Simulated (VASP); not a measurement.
A run of VASP 6.6.1 is set up as follows.

INCAR

```
PREC = Accurate
ENCUT = 520
EDIFF = 1E-6
ISMEAR = 0
SIGMA = 0.05
LREAL = F
LASPH = T
NELM = 100
ALGO = Normal
ISIF = 2
LWAVE = F
LCHARG = F
GGA = PE
NBANDS = 45
```

File KPOINTS:

```
Automatic mesh
0
Gamma
  6 6 6
```

The input POSCAR:

```
LiNbO3
1.0
    2.6368852465      1.5224064069      4.4522928425
   -2.6368852465      1.5224064069      4.4522928425
    0.0000000000     -3.0448128138      4.4522928425
Li Nb O
2 2 6
Direct
    0.2815913687      0.2815913687      0.2815913687
    0.7815913687      0.7815913687      0.7815913687
    0.0004900497      0.0004900497      0.0004900497
    0.5004900497      0.5004900497      0.5004900497
    0.1104619503      0.3580262714      0.7211003599
    0.7211003599      0.1104619503      0.3580262714
    0.3580262714      0.7211003599      0.1104619503
    0.2211003599      0.8580262714      0.6104619503
    0.8580262714      0.6104619503      0.2211003599
    0.6104619503      0.2211003599      0.8580262714
```

Potentials or basis: VASP PAW PBE potentials, release 64 (Li_sv, Nb_sv, O).

The run is started by

```console
$ cat potpaw_PBE.64/Li_sv/POTCAR potpaw_PBE.64/Nb_sv/POTCAR potpaw_PBE.64/O/POTCAR > POTCAR
$ mpirun -np 1 vasp_std > vasp.out
```

(1) Predict the band gap on the k mesh.

(2) Estimate the largest force.

Results:

(1) 3.53 eV (least direct gap 3.61 eV).

(2) 0.113 eV/Å.
